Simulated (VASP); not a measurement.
Wanted: the native input for a VASP 6.6.1 run.

```
Task                   : single point
Functional             : PBE
Potentials or basis    : VASP PAW PBE potentials, release 64 (Zn, Ag)
Cutoff                 : 520 eV
k mesh                 : 4 × 4 × 4
Occupations            : gaussian, width 0.1 eV
Spin                   : no spin polarisation
Dipole correction      : no
Further INCAR settings : ALGO = Normal; EDIFF = 1e-06; NBANDS = 36
```

The structure of Zn2Ag3 lies in POSCAR:

```
Zn2Ag3
1.0
    4.8586445752      0.0000000000      0.0000000000
    0.0000000000      4.8586445752      0.0000000000
    0.0000000000      0.0000000000      4.8586445752
Zn Ag
2 3
Direct
    0.5000000000      0.5000000000      0.5000000000
    0.0000000000      0.0000000000      0.0000000000
    0.0000000000      0.5000000000      0.5000000000
    0.5000000000      0.0000000000      0.5000000000
    0.5000000000      0.5000000000      0.0000000000
```

These files were run (other wordings do the same):

INCAR

```
SYSTEM = Zn2Ag3
PREC = Accurate
ENCUT = 520
EDIFF = 1E-6
ISMEAR = 0
SIGMA = 0.1
LREAL = .FALSE.
LASPH = .TRUE.
NELM = 80
ALGO = Normal
ISIF = 2
LWAVE = .FALSE.
LCHARG = .TRUE.
GGA = PE
LELF = .TRUE.
LVHAR = .TRUE.
NBANDS = 36
```

KPOINTS

```
regular mesh
0
G
  4 4 4
  0 0 0
```

Potentials or basis: VASP PAW PBE potentials, release 64 (Zn, Ag).

Command:

```console
$ cat potpaw_PBE.64/Zn/POTCAR potpaw_PBE.64/Ag/POTCAR > POTCAR
$ mpirun -np 1 vasp_std > vasp.out
```

It gave:

```yaml
Pressure: 0.2 GPa
```

Run time: 34 s on 1 thread of Intel(R) Xeon(R) Platinum 8488C (Sapphire Rapids) (shared host), peak memory 0.21 GiB.
